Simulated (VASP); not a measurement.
# GePt (zincblende type) (F-43m) in VASP: notebook

The runs below take GePt (zincblende type) through single point, relaxation of cell and atoms, with PBE.

All numbers are computed with VASP 6.6.1; they aren't measurements. Logs are shortened: lines on timing, memory, paths and dates and some standing lists are left out, and cuts for length are marked.

## (1) The cell of the first run

Symmetry: F-43m, No. 216, cubic system. The conventional cell has a = 5.344 Å, b = 5.344 Å, c = 5.344 Å, α = 90.00°, β = 90.00°, γ = 90.00°. Pt (site symmetry -43m) has 4 Ge at 2.31 Å within 3.1 Å. Within 3.1 Å of Ge (site symmetry -43m) lie 4 Pt at 2.31 Å.

## (2) Single point, PBE

INCAR reads:

```
SYSTEM = GePt
PREC = Accurate ; ENCUT = 520
EDIFF = 1E-6 ; ISMEAR = -1
SIGMA = 0.1 ; LREAL = .False.
LASPH = .True. ; NELM = 100
ALGO = Normal ; ISIF = 2
LWAVE = .False. ; LCHARG = .False.
GGA = PE ; NBANDS = 19
```

KPOINTS reads:

```
Automatic mesh
0
Gamma
  12 12 12
  0 0 0
```

POSCAR reads:

```
GePt
1.0
    0.0000000000      2.6720971160      2.6720971160
    2.6720971160      0.0000000000      2.6720971160
    2.6720971160      2.6720971160      0.0000000000
Pt Ge
1 1
Direct
    0.0000000000      0.0000000000      0.0000000000
    0.2500000000      0.2500000000      0.2500000000
```

Potentials or basis: VASP PAW PBE potentials, release 64 (Pt, Ge_d).

Run with:

```console
$ cat potpaw_PBE.64/Pt/POTCAR potpaw_PBE.64/Ge_d/POTCAR > POTCAR
$ mpirun -np 1 vasp_std > vasp.out
```

OUTCAR:

```text
SYSTEM = GePt
   PREC = Accurate
   ENCUT = 520
   EDIFF = 1E-6
   ISMEAR = -1
   LREAL = .False.
   LASPH = .True.
   NELM = 100
   ISIF = 2
   GGA = PE

 ion  position               nearest neighbor table
   1  0.000  0.000  0.000-   2 2.31   2 2.31   2 2.31   2 2.31
   2  0.250  0.250  0.250-   1 2.31   1 2.31   1 2.31   1 2.31

  LATTYP: Found a face centered cubic cell.
 ALAT       =     5.3441942320

  Lattice vectors:

 A1 = (   0.0000000000,   2.6720971160,   2.6720971160)
 A2 = (   2.6720971160,   0.0000000000,   2.6720971160)
 A3 = (   2.6720971160,   2.6720971160,   0.0000000000)

Analysis of symmetry for initial positions (statically):
=====================================================================
 Subroutine PRICEL returns:
 Original cell was already a primitive cell.

 Routine SETGRP: Setting up the symmetry group for a
 face centered cubic supercell.

 Subroutine GETGRP returns: Found 24 space group operations
 (whereof 24 operations were pure point group operations)
 out of a pool of 48 trial point group operations.

The static configuration has the point symmetry T_d .

Analysis of symmetry for dynamics (positions and initial velocities):
=====================================================================
 Subroutine PRICEL returns:
 Original cell was already a primitive cell.

 Routine SETGRP: Setting up the symmetry group for a
 face centered cubic supercell.

 Subroutine GETGRP returns: Found 24 space group operations
 (whereof 24 operations were pure point group operations)
 out of a pool of 48 trial point group operations.

The dynamic configuration has the point symmetry T_d .

 Subroutine INISYM returns: Found 24 space group operations
 (whereof 24 operations are pure point group operations),
 and found     1 'primitive' translations

----------------------------------------------------------------------------------------

                                     Primitive cell

  volume of cell :      38.1581

  direct lattice vectors                    reciprocal lattice vectors
     0.000000000  2.672097116  2.672097116    -0.187118948  0.187118948  0.187118948
     2.672097116  0.000000000  2.672097116     0.187118948 -0.187118948  0.187118948
     2.672097116  2.672097116  0.000000000     0.187118948  0.187118948 -0.187118948

  length of vectors
     3.778915981  3.778915981  3.778915981     0.324099524  0.324099524  0.324099524

  position of ions in fractional coordinates (direct lattice)
     0.000000000  0.000000000  0.000000000
     0.250000000  0.250000000  0.250000000

  ion indices of the primitive-cell ions
   primitive index   ion index
                 1           1
                 2           2

----------------------------------------------------------------------------------------

 KPOINTS: Automatic mesh

Automatic generation of k-mesh.
 Grid dimensions read from file:
 generate k-points for:   12   12   12

 Generating k-lattice:

  Cartesian coordinates                     Fractional coordinates (reciprocal lattice)
    -0.015593246  0.015593246  0.015593246     0.083333333  0.000000000  0.000000000
     0.015593246 -0.015593246  0.015593246     0.000000000  0.083333333  0.000000000
     0.015593246  0.015593246 -0.015593246     0.000000000  0.000000000  0.083333333

  Length of vectors
     0.027008294  0.027008294  0.027008294

  Shift w.r.t. Gamma in fractional coordinates (k-lattice)
     0.000000000  0.000000000  0.000000000

 Subroutine IBZKPT returns following result:
 ===========================================

 Found     72 irreducible k-points:

 Following reciprocal coordinates:
            Coordinates               Weight
  0.000000  0.000000  0.000000      1.000000
  0.083333  0.000000  0.000000      8.000000
  0.166667  0.000000  0.000000      8.000000
  0.250000  0.000000  0.000000      8.000000
  0.333333  0.000000  0.000000      8.000000
  0.416667  0.000000  0.000000      8.000000
[... 16 lines left out ...]
  0.500000  0.166667  0.000000     24.000000
 -0.416667  0.166667  0.000000     24.000000
 [... further k-points ...]
   k-points           NKPTS =     72   k-points in BZ     NKDIM =     72   number of bands    NBANDS=     19
   number of dos      NEDOS =    301   number of ions     NIONS =      2
   total plane-waves  NPLWV =  21952
   dimension x,y,z NGX =    28 NGY =   28 NGZ =   28
   dimension x,y,z NGXF=    56 NGYF=   56 NGZF=   56
   ions per type =               1   1
   NGX,Y,Z   is equivalent  to a cutoff of  12.32, 12.32, 12.32 a.u.
   NGXF,Y,Z  is equivalent  to a cutoff of  24.64, 24.64, 24.64 a.u.
 SYSTEM =  GePt
   PREC   = accura    normal or accurate (medium, high low for compatibility)
   ISTART =      0    job   : 0-new  1-cont  2-samecut
   ICHARG =      2    charge: 1-file 2-atom 10-const
   ISPIN  =      1    spin polarized calculation?
   LNONCOLLINEAR =      F non collinear calculations
   LSORBIT =      F    spin-orbit coupling
   LASPH  =      T    aspherical Exc in radial PAW
   ENCUT  =  520.0 eV  38.22 Ry    6.18 a.u.   7.03  7.03  7.03*2*pi/ulx,y,z
   NELM   =    100;   NELMIN=  2; NELMDL= -5     # of ELM steps
   EDIFF  = 0.1E-05   stopping-criterion for ELM
   LREAL  =      F    real-space projection
   EDIFFG = 0.1E-04   stopping-criterion for IOM
   NSW    =      0    number of steps for IOM
   IBRION =     -1    ionic relax: 0-MD 1-quasi-New 2-CG
   NFREE  =      0    steps in history (QN), initial steepest desc. (CG)
   ISIF   =      2    stress and relaxation
   ISYM   =      2    0-nonsym 1-usesym 2-fastsym
   POTIM  = 0.5000    time-step for ionic-motion
   TEBEG  =    0.0;   TEEND  =   0.0 temperature during run
   PSTRESS=    0.0 pullay stress
   NELECT =      24.0000    total number of electrons
   NUPDOWN=      -1.0000    fix difference up-down
   EMIN   =  10.00;   EMAX   =-10.00  energy-range for DOS
   EFERMI =   0.00;   METHOD = LEGACY
   ISMEAR =    -1;   SIGMA  =   0.10  broadening in eV -4-tet -1-fermi 0-gaus
   EFERMI_NEDOS =   21; number of points for ismear=-14 and -15
   IALGO  =     38    algorithm
   IMIX   =      4    mixing-type and parameters
     AMIX     =   0.40;   BMIX     =  1.00
     AMIX_MAG =   1.60;   BMIX_MAG =  1.00
  volume/ion in A,a.u.               =      19.08       128.75
  Fermi-wavevector in a.u.,A,eV,Ry     =   1.402651  2.650626 26.768514  1.967430
  Thomas-Fermi vector in A             =   2.525392
   LORBIT       =      0    0 simple, 1 ext, 2 COOP (PROOUT), +10 PAW based schemes
   GGA     = PE    functional components
   LHFCALC =     F    Hartree Fock is set to
   AEXX    =    0.0000 exact exchange contribution
   IVDW    =     0    specifies the selected vdW correction
   LEPSILON=     F    determine dielectric tensor
   LRPA    =     F    only Hartree local field effects (RPA)
 non-spin polarized calculation
  energy-cutoff  :      520.00
  volume of cell :       38.16
 maximum number of plane-waves:      1038
   NGX = 13   NGY = 13   NGZ = 13

 number of electron      23.9999996 magnetization

 Free energy of the ion-electron system (eV)
  ---------------------------------------------------
  ext. energy  EPLUGINS =         0.00000000
  ---------------------------------------------------
  free energy    TOTEN  =       -10.61488553 eV

  energy without entropy =      -10.58724473  energy(sigma->0) =      -10.60106513

 E-fermi :   7.2732     XC(G=0): -11.2710

 val. band max:        7.2311187981   @ k =  -0.2500   0.1667   0.0000
 cond. band min:       7.3600666467   @ k =  -0.4167   0.3333   0.0833
 fundamental gap:      0.1289478486
 Fermi energy:         7.2732423820

 k-point     1 :       0.0000    0.0000    0.0000
  band No.  band energies     occupation
      1     -17.4158      2.00000
      2     -17.4158      2.00000
      3     -17.4158      2.00000
      4     -17.3849      2.00000
      5     -17.3849      2.00000
      6      -4.5939      2.00000
[... 11 lines left out ...]
     18      15.3872      0.00000
     19      19.1353      0.00000

 k-point     2 :       0.0833    0.0000    0.0000
  band No.  band energies     occupation
      1     -17.4167      2.00000
      2     -17.4161      2.00000
      3     -17.4161      2.00000
      4     -17.3845      2.00000
      5     -17.3845      2.00000
      6      -4.4949      2.00000
[... 11 lines left out ...]
     18      15.7082      0.00000
     19      19.7183      0.00000

 k-point     3 :       0.1667    0.0000    0.0000
  band No.  band energies     occupation
      1     -17.4193      2.00000
      2     -17.4167      2.00000
      3     -17.4167      2.00000
      4     -17.3833      2.00000
      5     -17.3833      2.00000
      6      -4.2105      2.00000
[... 11 lines left out ...]
     18      16.2838      0.00000
     19      19.9502      0.00000

 k-point     4 :       0.2500    0.0000    0.0000
  band No.  band energies     occupation
      1     -17.4228      2.00000
      2     -17.4173      2.00000
      3     -17.4173      2.00000
      4     -17.3820      2.00000
      5     -17.3820      2.00000
      6      -3.7845      2.00000
[... 11 lines left out ...]
     18      16.7747      0.00000
     19      19.9402      0.00000

 k-point     5 :       0.3333    0.0000    0.0000
  band No.  band energies     occupation
      1     -17.4264      2.00000
      2     -17.4175      2.00000
      3     -17.4175      2.00000
      4     -17.3811      2.00000
      5     -17.3811      2.00000
      6      -3.3058      2.00000
[... 11 lines left out ...]
     18      17.2486      0.00000
     19      20.3180      0.00000

 k-point     6 :       0.4167    0.0000    0.0000
  band No.  band energies     occupation
      1     -17.4290      2.00000
      2     -17.4175      2.00000
      3     -17.4175      2.00000
      4     -17.3806      2.00000
      5     -17.3806      2.00000
      6      -2.9157      2.00000
[... 11 lines left out ...]
     18      17.7210      0.00000
     19      21.2221      0.00000

 k-point     7 :       0.5000    0.0000    0.0000
  band No.  band energies     occupation
      1     -17.4300      2.00000
      2     -17.4174      2.00000
      3     -17.4174      2.00000
      4     -17.3804      2.00000
      5     -17.3804      2.00000
      6      -2.7639      2.00000
[... 11 lines left out ...]
     18      17.8583      0.00000
     19      21.8932      0.00000

 k-point     8 :       0.0833    0.0833    0.0000
  band No.  band energies     occupation
      1     -17.4177      2.00000
      2     -17.4159      2.00000
      3     -17.4159      2.00000
      4     -17.3845      2.00000
      5     -17.3841      2.00000
      6      -4.4616      2.00000
[... 256 lines left out ...]
 k-point    20 :       0.2500    0.1667    0.0000
  band No.  band energies     occupation
      1     -17.4248      2.00000
      2     -17.4168      2.00000
      3     -17.4163      2.00000
      4     -17.3834      2.00000
      5     -17.3804      2.00000
      6      -3.7557      2.00000
[... 11 lines left out ...]
     18      18.0137      0.00000
     19      19.6177      0.00000

 k-point    21 :       0.3333    0.1667    0.0000
  band No.  band energies     occupation
      1     -17.4268      2.00000
      2     -17.4185      2.00000
      3     -17.4166      2.00000
      4     -17.3825      2.00000
      5     -17.3791      2.00000
      6      -3.3253      2.00000
[... 11 lines left out ...]
     18      18.2867      0.00000
     19      20.4949      0.00000

 k-point    22 :       0.4167    0.1667    0.0000
  band No.  band energies     occupation
      1     -17.4283      2.00000
      2     -17.4201      2.00000
      3     -17.4170      2.00000
      4     -17.3816      2.00000
      5     -17.3784      2.00000
      6      -2.8925      2.00000
[... 11 lines left out ...]
     18      18.2499      0.00000
     19      20.6739      0.00000

 k-point    23 :       0.5000    0.1667    0.0000
  band No.  band energies     occupation
      1     -17.4291      2.00000
      2     -17.4208      2.00000
      3     -17.4175      2.00000
      4     -17.3808      2.00000
      5     -17.3782      2.00000
      6      -2.5997      2.00000
[... 11 lines left out ...]
     18      19.1329      0.00000
     19      20.6416      0.00000

 k-point    24 :      -0.4167    0.1667    0.0000
  band No.  band energies     occupation
      1     -17.4289      2.00000
      2     -17.4207      2.00000
      3     -17.4182      2.00000
      4     -17.3804      2.00000
      5     -17.3785      2.00000
      6      -2.5600      2.00000
[... 11 lines left out ...]
     18      19.9531      0.00000
     19      20.8784      0.00000

 [... further k-points ...]
[... 5 lines left out ...]
  --------------------------------------------------------------------------------------
  -------------------------------------------------------------------------------------
  Total        5.4290608      5.4290608      5.4290608      0.0000000      0.0000000      0.0000000
  in kB      227.9547152    227.9547152    227.9547152      0.0000000      0.0000000      0.0000000
  external PRESSURE =     227.9547152 kB  Pullay stress =       0.0000000 kB

 VOLUME and BASIS-vectors are now :
 -----------------------------------------------------------------------------
  energy-cutoff  :      520.00
  volume of cell :       38.16
      direct lattice vectors                 reciprocal lattice vectors
     0.000000000  2.672097116  2.672097116    -0.187118948  0.187118948  0.187118948
     2.672097116  0.000000000  2.672097116     0.187118948 -0.187118948  0.187118948
     2.672097116  2.672097116  0.000000000     0.187118948  0.187118948 -0.187118948

 POSITION                                       TOTAL-FORCE (eV/Angst)
 -----------------------------------------------------------------------------------
      0.00000      0.00000      0.00000        -0.000000     -0.000000      0.000000
      1.33605      1.33605      1.33605         0.000000      0.000000     -0.000000
 -----------------------------------------------------------------------------------
    total drift:                                0.000001      0.000001      0.000000

  FREE ENERGIE OF THE ION-ELECTRON SYSTEM (eV)
  ---------------------------------------------------
  free  energy   TOTEN  =       -10.6148855309 eV

  energy  without entropy=      -10.5872447295  energy(sigma->0) =      -10.60106513
```

Wall time 36 s (1 thread of Intel Xeon 8259CL, shared host); peak memory 0.2 GiB.

Results:

| Property | Result |
| --- | --- |
| Free energy | -10.6149 eV |
| Pressure | 22.8 GPa |
| Band gap on the k mesh | zero (band 12 reaches 12.45 eV, above the bottom of band 13 at 5.98 eV) |

Caveat: spin-orbit coupling is left out, which moves the levels of the heavy elements.

## (3) Relaxation of cell and atoms, PBE, target pressure 23 GPa, at which the enthalpy is minimised

This run uses another cell than the first one, of 18.01 Å³/atom, 0.944 times its volume.

INCAR reads:

```
SYSTEM = GePt
PREC = Accurate ; ENCUT = 600
EDIFF = 1E-7 ; ISMEAR = -1
SIGMA = 0.1 ; LREAL = .False.
LASPH = .True. ; NELM = 80
ALGO = Normal ; ISIF = 3
LWAVE = .False. ; LCHARG = .False.
GGA = PE ; IBRION = 2
NSW = 60 ; EDIFFG = -0.005
PSTRESS = 230.0
```

KPOINTS is that of step 2.

POSCAR reads:

```
GePt
1.0
    0.0000000000      2.6211227939      2.6211227939
    2.6211227939      0.0000000000      2.6211227939
    2.6211227939      2.6211227939      0.0000000000
Pt Ge
1 1
Direct
    0.0000000000      0.0000000000      0.0000000000
    0.2500000000      0.2500000000      0.2500000000
```

Potentials or basis: VASP PAW PBE potentials, release 64 (Pt, Ge_d).

Run with:

```console
$ cat potpaw_PBE.64/Pt/POTCAR potpaw_PBE.64/Ge_d/POTCAR > POTCAR
$ mpirun -np 1 vasp_std > vasp.out
```

Wall time 11 min (1 thread of Intel Xeon 8259CL, shared host); peak memory 0.22 GiB.

Results (log left out):

```yaml
Free_energy: -10.6205 eV
Relaxed_volume: 19.10 Å³/atom
Relaxed_cell: a = 3.780 Å, b = 3.780 Å, c = 3.780 Å, α = 60.00°, β = 60.00°, γ = 60.00°
Space_group_after_relaxing_to_0.05_Å: F-43m (No. 216)
Energy_change_on_relaxing_the_enthalpy_is_what_falls: -200.9 meV/atom
Ionic_steps: 17
Pressure_after_relaxing: 23.0 GPa
Band_gap_on_the_k_mesh: zero (band 12 reaches 12.43 eV, above the bottom of band 13 at 5.96 eV)
```

The path:
| step | energy change (eV) | largest force (eV/Å) | pressure (GPa) | volume (Å³) |
| --- | --- | --- | --- | --- |
| 1 | 0.0000 | 0.0000 | 36.65 | 36.02 |
| 2 | -0.7951 | 0.0000 | 0.01 | 44.62 |
| 3 | -0.4204 | 0.0000 | 22.28 | 38.33 |
| 4 | -0.4028 | 0.0000 | 22.94 | 38.21 |
| 5 | -0.3963 | 0.0000 | 23.20 | 38.16 |
| 6 | -0.3966 | 0.0000 | 23.18 | 38.16 |
| 7 | -0.3973 | 0.0000 | 23.16 | 38.17 |
| 8 | -0.3973 | 0.0000 | 23.16 | 38.17 |
| 9 | -0.3974 | 0.0000 | 23.16 | 38.17 |
| 10 | -0.3974 | 0.0000 | 23.16 | 38.17 |
| 11 | -0.3975 | 0.0000 | 23.16 | 38.17 |
| 12 | -0.3977 | 0.0000 | 23.13 | 38.17 |
| 13 | -0.3981 | 0.0000 | 23.14 | 38.17 |
| 14 | -0.3988 | 0.0000 | 23.11 | 38.18 |
| 15 | -0.4003 | 0.0000 | 23.05 | 38.19 |
| 16 | -0.4032 | 0.0000 | 22.95 | 38.21 |
| 17 | -0.4018 | 0.0000 | 22.98 | 38.20 |

Final structure:
```
CELL_PARAMETERS angstrom
0.00000 2.67306 2.67306
2.67306 0.00000 2.67306
2.67306 2.67306 0.00000
ATOMIC_POSITIONS crystal
Pt 0.00000 0.00000 0.00000
Ge 0.25000 0.25000 0.25000
```

Levels at points of the mesh, in eV from the Fermi level:
| k point | band 9 | band 10 | band 11 | band 12 | band 13 | band 14 | band 15 | band 16 |
| --- | --- | --- | --- | --- | --- | --- | --- | --- |
| (0.00, 0.00, 0.00) | -5.40 | -3.53 | -3.53 | 5.17 | 6.68 | 6.68 | 6.68 | 8.11 |
| (0.50, 0.00, 0.00) | -5.04 | -3.29 | -3.29 | -2.70 | 3.48 | 3.48 | 5.76 | 9.91 |
| (0.50, 0.50, 0.00) | -3.82 | -3.24 | -3.12 | -2.31 | 0.12 | 0.12 | 6.58 | 6.81 |

Caveat: the cell is relaxed towards a set pressure, so the enthalpy falls and the energy may rise; spin-orbit coupling is left out, which moves the levels of the heavy elements.

(Continued in part 2 of 2.)
